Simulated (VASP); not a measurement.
Set up this calculation in VASP 6.6.1, as the native input.

```yaml
Task: single point
Functional: PBEsol
Potentials_or_basis: VASP PAW PBE potentials, release 64 (Ca_sv)
Cutoff: 520 eV
k_mesh: 16 × 16 × 16
Occupations: gaussian, width 0.15 eV
Spin: no spin polarisation
Dipole_correction: no
Further_INCAR_settings: ALGO = Fast; EDIFF = 1e-06; NBANDS = 11
```

The structure of Ca lies in POSCAR:

```
Ca
1.0
    0.0000000000      3.2256682742      2.0966843783
    3.2256682742      0.0000000000      2.0966843783
    3.2256682742      3.2256682742      0.0000000000
Ca
1
Direct
    0.0000000000      0.0000000000      0.0000000000
```

This cell differs from its parent crystal: ratio of the length along z to the lengths across it x 0.65, volume and fractional coordinates fixed.

One way to write it, as run:

INCAR

```
SYSTEM = Ca
PREC = Accurate
ENCUT = 520
EDIFF = 1E-6
ISMEAR = 0
SIGMA = 0.15
LREAL = .FALSE.
LASPH = .TRUE.
NELM = 100
ALGO = Fast
ISIF = 2
LWAVE = .FALSE.
LCHARG = .FALSE.
GGA = PS
NBANDS = 11
```

KPOINTS

```
Automatic mesh
0
G
  16 16 16
  0 0 0
```

Potentials or basis: VASP PAW PBE potentials, release 64 (Ca_sv).

Run with:

```console
$ cat potpaw_PBE.64/Ca_sv/POTCAR > POTCAR
$ mpirun -np 1 vasp_std > vasp.out
```

Results of the run:

```yaml
Pressure: -1.2 GPa
Band_gap_on_the_k_mesh: zero (band 5 reaches 2.12 eV, above the bottom of band 6 at 1.59 eV)
```

Caveat: the PAW data sets were made with another functional, which shifts forces and pressure a little.

Run time: 100 s on 1 thread of Intel(R) Xeon(R) 6975P-C (Granite Rapids), with other jobs on the host, peak memory 0.3 GiB.
